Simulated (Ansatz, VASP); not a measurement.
This is a calculation of Al for VASP 6.6.1.

File INCAR:

```
SYSTEM = Al
  PREC = Accurate
  ENCUT = 520
  EDIFF = 1E-6
  ISMEAR = -1
  SIGMA = 0.05
  LREAL = .FALSE.
  LASPH = .TRUE.
  NELM = 100
  ALGO = Normal
  ISIF = 2
  LWAVE = .FALSE.
  LCHARG = .FALSE.
  LDIPOL = .TRUE.
  IDIPOL = 3
  DIPOL = 0.5 0.5 0.500
  GGA = PE
  NBANDS = 18
```

File KPOINTS:

```
regular mesh
0
G
  9 9 1
  0 0 0
```

File POSCAR:

```
Al
1.0
    2.8623399660      0.0000000000      0.0000000000
    0.0000000000      2.8623399660      0.0000000000
    0.0000000000      0.0000000000     25.1199000000
Al
6
Direct
    0.5000000000      0.5000000000      0.2985680675
    0.0000000000      0.0000000000      0.3791408405
    0.5000000000      0.5000000000      0.4597136135
    0.0000000000      0.0000000000      0.5402863865
    0.5000000000      0.5000000000      0.6208591595
    0.0000000000      0.0000000000      0.7014319325
```

Potentials or basis: VASP PAW PBE potentials, release 64 (Al).

Launch:

```console
$ cat potpaw_PBE.64/Al/POTCAR > POTCAR
$ mpirun -np 1 vasp_std > vasp.out
```

Problem. Set up the same calculation for Ansatz 0.2.0. Potentials there: Ansatz PAW.

Solution. As run (the cutoff follows the program's own potentials):

The input input.yaml:

```yaml
crystal:
  lattice:
    - [2.862339966, 0.0, 0.0]
    - [0.0, 2.862339966, 0.0]
    - [0.0, 0.0, 25.1199]
  atoms:
    - { symbol: Al, position: [0.5, 0.5, 0.2985680675] }
    - { symbol: Al, position: [0.0, 0.0, 0.3791408405] }
    - { symbol: Al, position: [0.5, 0.5, 0.4597136135] }
    - { symbol: Al, position: [0.0, 0.0, 0.5402863865] }
    - { symbol: Al, position: [0.5, 0.5, 0.6208591595] }
    - { symbol: Al, position: [0.0, 0.0, 0.7014319325] }
hamiltonian:
  xc: pbe
  pseudopotentials: { kind: paw }
kpoints:
  mp_grid: { grid: [9, 9, 1] }
scf:
  occupations: { method: fermi_dirac, width: 0.05 }
output:
  forces: true
  eigenvalues: true
efield:
  axis: 3
  dipole_correction: true
  ramp_width: 0.04
```

Potentials or basis: Ansatz PAW.

The run is started by

```console
$ ansatz run input.yaml --threads 4 --pin off --max-ram 11264MiB --backend cpu --events-out ev --progress --plain --runs-dir out
```

Both were run:

|  | VASP | Ansatz | Ansatz less VASP |
| --- | --- | --- | --- |
| gap on the k mesh at the Fermi level (eV) | none | none | - |
| rms of the force components (eV/Å) | 0.096 | 0.096 | +0.0003 |

Atom by atom the forces differ by 0.001 eV/Å (rms over components). A gap of «none» marks a metal or a gap that the smearing closes. The functional is the same, so the differences come from potentials, cutoffs and numerics.
